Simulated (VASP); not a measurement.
# Br (Cmce) in VASP: single point with PBE

Aim: the single point of Br with PBE.

Program: VASP 6.6.1. These are calculated values, not measurements. Logs are shortened: lines on timing, memory, paths and dates and some standing lists are left out, and cuts for length are marked.

**1. The cell of the first run**

The structure is orthorhombic, space group Cmce (No. 64). Conventional cell: a = 8.586 Å, b = 4.269 Å, c = 8.733 Å, α = 90.00°, β = 90.00°, γ = 90.00°. Within 3.2 Å of Br (site symmetry m) lie 3 Br at 2.39 to 3.14 Å.

**2. Single point, PBE**

File INCAR:

```
SYSTEM = Br
ALGO = Normal
EDIFF = 1E-6
ENCUT = 520
GGA = PE
ISIF = 2
ISMEAR = -1
LASPH = .TRUE.
LCHARG = .TRUE.
LELF = .TRUE.
LREAL = .FALSE.
LVHAR = .TRUE.
LWAVE = .FALSE.
NBANDS = 22
NELM = 60
PREC = Accurate
SIGMA = 0.1
```

File KPOINTS:

```
k-points
0
G
  4 4 2
  0 0 0
```

File POSCAR:

```
Br
1.0
    4.2931098621     -2.1343686347      0.0000000000
    4.2931098621      2.1343686347      0.0000000000
    0.0000000000      0.0000000000      8.7329344831
Br
4
Direct
    0.8591891989      0.1408108011      0.1182799231
    0.6408108011      0.3591891989      0.6182799231
    0.1408108011      0.8591891989      0.8817200769
    0.3591891989      0.6408108011      0.3817200769
```

Potentials or basis: VASP PAW PBE potentials, release 64 (Br).

Run with:

```
$ cat potpaw_PBE.64/Br/POTCAR > POTCAR
$ mpirun -np 1 vasp_std > vasp.out
```

OUTCAR:

```text
SYSTEM = Br
   EDIFF = 1E-6
   ENCUT = 520
   GGA = PE
   ISIF = 2
   ISMEAR = -1
   LASPH = .TRUE.
   LREAL = .FALSE.
   NELM = 60
   PREC = Accurate

 ion  position               nearest neighbor table
   1  0.859  0.141  0.118-   3 2.39
   2  0.641  0.359  0.618-   4 2.39
   3  0.141  0.859  0.882-   1 2.39
   4  0.359  0.641  0.382-   2 2.39

  LATTYP: Found a base centered orthorhombic cell.
 ALAT       =     4.2687372694
 B/A-ratio  =     2.0114191112
 C/A-ratio  =     2.0457887033

  Lattice vectors:

 A1 = (  -4.2931098621,  -2.1343686347,   0.0000000000)
 A2 = (   4.2931098621,  -2.1343686347,   0.0000000000)
 A3 = (   0.0000000000,   0.0000000000,   8.7329344831)

Analysis of symmetry for initial positions (statically):
=====================================================================
 Subroutine PRICEL returns:
 Original cell was already a primitive cell.

 Routine SETGRP: Setting up the symmetry group for a
 base centered orthorhombic supercell.

 Subroutine GETGRP returns: Found  8 space group operations
 (whereof  4 operations were pure point group operations)
 out of a pool of  8 trial point group operations.

The static configuration has the point symmetry C_2h.
 The point group associated with its full space group is D_2h.

Analysis of symmetry for dynamics (positions and initial velocities):
=====================================================================
 Subroutine PRICEL returns:
 Original cell was already a primitive cell.

 Routine SETGRP: Setting up the symmetry group for a
 base centered orthorhombic supercell.

 Subroutine GETGRP returns: Found  8 space group operations
 (whereof  4 operations were pure point group operations)
 out of a pool of  8 trial point group operations.

The dynamic configuration has the point symmetry C_2h.
 The point group associated with its full space group is D_2h.

 Subroutine INISYM returns: Found  8 space group operations
 (whereof  4 operations are pure point group operations),
 and found     1 'primitive' translations

----------------------------------------------------------------------------------------

                                     Primitive cell

  volume of cell :     160.0411

  direct lattice vectors                    reciprocal lattice vectors
     4.293109862 -2.134368635  0.000000000     0.116465689 -0.234261314  0.000000000
     4.293109862  2.134368635  0.000000000     0.116465689  0.234261314  0.000000000
     0.000000000  0.000000000  8.732934483     0.000000000  0.000000000  0.114509046

  length of vectors
     4.794405256  4.794405256  8.732934483     0.261615404  0.261615404  0.114509046

  position of ions in fractional coordinates (direct lattice)
     0.859189199  0.140810801  0.118279923
     0.640810801  0.359189199  0.618279923
     0.140810801  0.859189199  0.881720077
     0.359189199  0.640810801  0.381720077

  ion indices of the primitive-cell ions
   primitive index   ion index
                 1           1
                 2           2
                 3           3
                 4           4

----------------------------------------------------------------------------------------

 KPOINTS: k-points

Automatic generation of k-mesh.
 Grid dimensions read from file:
 generate k-points for:    4    4    2

 Generating k-lattice:

  Cartesian coordinates                     Fractional coordinates (reciprocal lattice)
     0.029116422 -0.058565328  0.000000000     0.250000000  0.000000000  0.000000000
     0.029116422  0.058565328  0.000000000     0.000000000  0.250000000  0.000000000
     0.000000000  0.000000000  0.057254523     0.000000000  0.000000000  0.500000000

  Length of vectors
     0.065403851  0.065403851  0.057254523

  Shift w.r.t. Gamma in fractional coordinates (k-lattice)
     0.000000000  0.000000000  0.000000000

 Subroutine IBZKPT returns following result:
 ===========================================

 Found     14 irreducible k-points:

 Following reciprocal coordinates:
            Coordinates               Weight
  0.000000  0.000000  0.000000      1.000000
  0.250000  0.000000  0.000000      4.000000
  0.500000  0.000000  0.000000      2.000000
  0.250000  0.250000  0.000000      2.000000
  0.500000  0.250000  0.000000      4.000000
 -0.250000  0.250000  0.000000      2.000000
  0.500000  0.500000  0.000000      1.000000
  0.000000  0.000000  0.500000      1.000000
  0.250000  0.000000  0.500000      4.000000
  0.500000  0.000000  0.500000      2.000000
  0.250000  0.250000  0.500000      2.000000
  0.500000  0.250000  0.500000      4.000000
 -0.250000  0.250000  0.500000      2.000000
  0.500000  0.500000  0.500000      1.000000
   k-points           NKPTS =     14   k-points in BZ     NKDIM =     14   number of bands    NBANDS=     22
   number of dos      NEDOS =    301   number of ions     NIONS =      4
   total plane-waves  NPLWV =  90720
   dimension x,y,z NGX =    36 NGY =   36 NGZ =   70
   dimension x,y,z NGXF=    72 NGYF=   72 NGZF=  140
   ions per type =               4
   NGX,Y,Z   is equivalent  to a cutoff of  12.48, 12.48, 13.33 a.u.
   NGXF,Y,Z  is equivalent  to a cutoff of  24.97, 24.97, 26.65 a.u.
 SYSTEM =  Br
   PREC   = accura    normal or accurate (medium, high low for compatibility)
   ISTART =      0    job   : 0-new  1-cont  2-samecut
   ICHARG =      2    charge: 1-file 2-atom 10-const
   ISPIN  =      1    spin polarized calculation?
   LNONCOLLINEAR =      F non collinear calculations
   LSORBIT =      F    spin-orbit coupling
   LASPH  =      T    aspherical Exc in radial PAW
   ENCUT  =  520.0 eV  38.22 Ry    6.18 a.u.   8.91  8.91 16.24*2*pi/ulx,y,z
   NELM   =     60;   NELMIN=  2; NELMDL= -5     # of ELM steps
   EDIFF  = 0.1E-05   stopping-criterion for ELM
   LREAL  =      F    real-space projection
   EDIFFG = 0.1E-04   stopping-criterion for IOM
   NSW    =      0    number of steps for IOM
   IBRION =     -1    ionic relax: 0-MD 1-quasi-New 2-CG
   NFREE  =      0    steps in history (QN), initial steepest desc. (CG)
   ISIF   =      2    stress and relaxation
   ISYM   =      2    0-nonsym 1-usesym 2-fastsym
   POTIM  = 0.5000    time-step for ionic-motion
   TEBEG  =    0.0;   TEEND  =   0.0 temperature during run
   PSTRESS=    0.0 pullay stress
   NELECT =      28.0000    total number of electrons
   NUPDOWN=      -1.0000    fix difference up-down
   EMIN   =  10.00;   EMAX   =-10.00  energy-range for DOS
   EFERMI =   0.00;   METHOD = LEGACY
   ISMEAR =    -1;   SIGMA  =   0.10  broadening in eV -4-tet -1-fermi 0-gaus
   EFERMI_NEDOS =   21; number of points for ismear=-14 and -15
   IALGO  =     38    algorithm
   IMIX   =      4    mixing-type and parameters
     AMIX     =   0.40;   BMIX     =  1.00
     AMIX_MAG =   1.60;   BMIX_MAG =  1.00
  volume/ion in A,a.u.               =      40.01       270.00
  Fermi-wavevector in a.u.,A,eV,Ry     =   0.915624  1.730278 11.406669  0.838367
  Thomas-Fermi vector in A             =   2.040386
   LORBIT       =      0    0 simple, 1 ext, 2 COOP (PROOUT), +10 PAW based schemes
   GGA     = PE    functional components
   LHFCALC =     F    Hartree Fock is set to
   AEXX    =    0.0000 exact exchange contribution
   IVDW    =     0    specifies the selected vdW correction
   LEPSILON=     F    determine dielectric tensor
   LRPA    =     F    only Hartree local field effects (RPA)
 non-spin polarized calculation
  energy-cutoff  :      520.00
  volume of cell :      160.04
 maximum number of plane-waves:      4334
   NGX = 17   NGY = 17   NGZ = 33

 number of electron      27.9999999 magnetization

 Free energy of the ion-electron system (eV)
  ---------------------------------------------------
  ext. energy  EPLUGINS =         0.00000000
  ---------------------------------------------------
  free energy    TOTEN  =        -6.56612375 eV

  energy without entropy =       -6.56546423  energy(sigma->0) =       -6.56579399

 E-fermi :  -0.5673     XC(G=0):  -7.0575

 val. band max:       -1.2673079743   @ k =   0.0000   0.0000   0.0000
 cond. band min:       0.0880738667   @ k =   0.0000   0.0000   0.0000
 fundamental gap:      1.3553818410
 Fermi energy:        -0.5673268038

 k-point     1 :       0.0000    0.0000    0.0000
  band No.  band energies     occupation
      1     -16.8979      2.00000
      2     -16.3672      2.00000
      3     -14.7484      2.00000
      4     -13.7725      2.00000
      5      -6.1396      2.00000
      6      -4.8788      2.00000
[... 14 lines left out ...]
     21       8.0824      0.00000
     22       8.1075      0.00000

 k-point     2 :       0.2500    0.0000    0.0000
  band No.  band energies     occupation
      1     -16.7602      2.00000
      2     -16.3737      2.00000
      3     -14.6296      2.00000
      4     -13.9523      2.00000
      5      -6.1695      2.00000
      6      -5.4077      2.00000
[... 14 lines left out ...]
     21       7.4744      0.00000
     22       8.0717      0.00000

 k-point     3 :       0.5000    0.0000    0.0000
  band No.  band energies     occupation
      1     -16.4983      2.00000
      2     -16.4983      2.00000
      3     -14.3237      2.00000
      4     -14.3237      2.00000
      5      -6.0968      2.00000
      6      -6.0968      2.00000
[... 14 lines left out ...]
     21       9.3987      0.00000
     22       9.4116      0.00000
[... 226 lines left out ...]
 k-point    13 :      -0.2500    0.2500    0.5000
  band No.  band energies     occupation
      1     -16.4977      2.00000
      2     -16.4977      2.00000
      3     -14.3258      2.00000
      4     -14.3258      2.00000
      5      -5.8578      2.00000
      6      -5.8578      2.00000
[... 14 lines left out ...]
     21       7.5924      0.00000
     22       7.5924      0.00000

 k-point    14 :       0.5000    0.5000    0.5000
  band No.  band energies     occupation
      1     -16.6445      2.00000
      2     -16.6445      2.00000
      3     -14.2078      2.00000
      4     -14.2078      2.00000
      5      -5.5871      2.00000
      6      -5.5871      2.00000
[... 14 lines left out ...]
     21       8.0185      0.00000
     22       8.0395      0.00000

------------------------ aborting loop because EDIFF is reached ----------------------------------------

  FORCE on cell =-STRESS in cart. coord.  units (eV):
  Direction    XX          YY          ZZ          XY          YZ          ZX
  --------------------------------------------------------------------------------------
  -------------------------------------------------------------------------------------
  Total        0.0157504     -0.0140284      0.0248489      0.0000000      0.0000000      0.0000000
  in kB        0.1576781     -0.1404391      0.2487631      0.0000000      0.0000000      0.0000000
  external PRESSURE =       0.0886674 kB  Pullay stress =       0.0000000 kB

 VOLUME and BASIS-vectors are now :
 -----------------------------------------------------------------------------
  energy-cutoff  :      520.00
  volume of cell :      160.04
      direct lattice vectors                 reciprocal lattice vectors
     4.293109862 -2.134368635  0.000000000     0.116465689 -0.234261314  0.000000000
     4.293109862  2.134368635  0.000000000     0.116465689  0.234261314  0.000000000
     0.000000000  0.000000000  8.732934483     0.000000000  0.000000000  0.114509046

 POSITION                                       TOTAL-FORCE (eV/Angst)
 -----------------------------------------------------------------------------------
      4.29311     -1.53328      1.03293         0.000000     -0.002384      0.005419
      4.29311     -0.60108      5.39940         0.000000      0.002384      0.005419
      4.29311      1.53328      7.70000         0.000000      0.002384     -0.005419
      4.29311      0.60108      3.33354         0.000000     -0.002384     -0.005419
 -----------------------------------------------------------------------------------
    total drift:                                0.000000      0.000000      0.000000

  FREE ENERGIE OF THE ION-ELECTRON SYSTEM (eV)
  ---------------------------------------------------
  free  energy   TOTEN  =        -6.5661237508 eV

  energy  without entropy=       -6.5654642297  energy(sigma->0) =       -6.56579399
```

Run time: 73 s. Hardware: 1 thread of AMD EPYC 7R43 (Zen 3), shared host; peak memory 0.23 GiB.

Results:

| Quantity | Value |
| --- | --- |
| Free energy | -6.5661 eV |
| Pressure | 0.0 GPa |
| Largest force | 0.006 eV/Å |
| Band gap on the k mesh | 1.36 eV, direct |

Forces on the atoms (eV/Å):
```
Br   0.000 -0.002  0.005
Br   0.000  0.002  0.005
Br   0.000  0.002 -0.005
Br   0.000 -0.002 -0.005
```

A k mesh can miss the band edges. PBE gaps usually lie below the measured ones, often by a third to a half.
